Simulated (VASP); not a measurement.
Here is a VASP 6.6.1 calculation.

POSCAR

```
Rh
1.0
    0.0000000000      1.8978500000      1.8978500000
    1.8978500000      0.0000000000      1.8978500000
    1.8978500000      1.8978500000      0.0000000000
Rh
1
Direct
    0.0000000000      0.0000000000      0.0000000000
```

File INCAR.step1:

```
PREC = Accurate ; ENCUT = 520
EDIFF = 1E-5 ; ISMEAR = -1
SIGMA = 0.05 ; LREAL = F
LASPH = T ; NELM = 60
ALGO = Normal ; ISIF = 2
LWAVE = T ; LCHARG = F
GGA = PE ; NBANDS = 14
```

Contents of INCAR.step2:

```
PREC = Accurate ; ENCUT = 520
EDIFF = 1E-6 ; ISMEAR = -1
SIGMA = 0.05 ; LREAL = F
LASPH = T ; NELM = 60
ALGO = Normal ; ISIF = 2
LWAVE = F ; LCHARG = F
METAGGA = R2SCAN ; LHFCALC = T
AEXX = 0.25 ; LMIXTAU = T
PRECFOCK = Normal ; ISTART = 1
NBANDS = 14
```

KPOINTS

```
regular mesh
0
Gamma
  6 6 6
```

Potentials or basis: VASP PAW PBE potentials, release 64 (Rh_pv).

The run is started by

```console
$ cat potpaw_PBE.64/Rh_pv/POTCAR > POTCAR
$ cp INCAR.step1 INCAR
$ mpirun -np 1 vasp_std > vasp.out
$ cp INCAR.step2 INCAR
$ mpirun -np 1 vasp_std > vasp.out
```

Estimate the pressure.

-5.2 GPa.

What does it give for the band gap on the k mesh?

Zero (an odd number of electrons rules out a gap without spin polarisation).

Caveat: the k points lie up to 0.48 Å⁻¹ apart, too coarse for converged energies and pressures of a metal; the PAW data sets were made with another functional, which shifts forces and pressure a little.
